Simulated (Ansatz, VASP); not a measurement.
# One calculation of TiO, two programs

```
CELL_PARAMETERS angstrom
4.03351 0.00000 0.00000
0.00000 4.18476 0.00000
0.00000 0.00000 4.03351
ATOMIC_POSITIONS crystal
Ti 0.50000 0.50000 0.00000
Ti 0.00000 0.50000 0.50000
Ti 0.50000 0.00000 0.50000
O 0.00000 0.50000 0.00000
O 0.50000 0.00000 0.00000
O 0.00000 0.00000 0.50000
```

Change from the starting cell: strain +0.0375 x Voigt [0, 1, 0, 0, 0, 0], atoms carried along.

Alike in both runs: task single point; functional PBEsol; k mesh 12 × 12 × 12; occupations gaussian, width 0.15 eV; no spin polarisation.

```csv
,VASP,Ansatz
version,VASP 6.6.1,Ansatz 0.2.0
potentials or method,"VASP PAW PBE potentials, release 64 (Ti_sv, O), cutoff 520 eV","scalar-relativistic, plane waves, PAW"
valence electrons in the cell,54,54
```

```csv
,VASP,Ansatz,Ansatz less VASP
gap on the k mesh at the Fermi level (eV),none,none,-
pressure (GPa),-6.8,-7.2,-0.45
"traceless stress, the component that is largest in VASP (GPa)",-3.26,-3.16,+0.097
```

VASP's potentials were made for PBE, not for PBEsol. A gap of «none» marks a metal or a gap that the smearing closes.
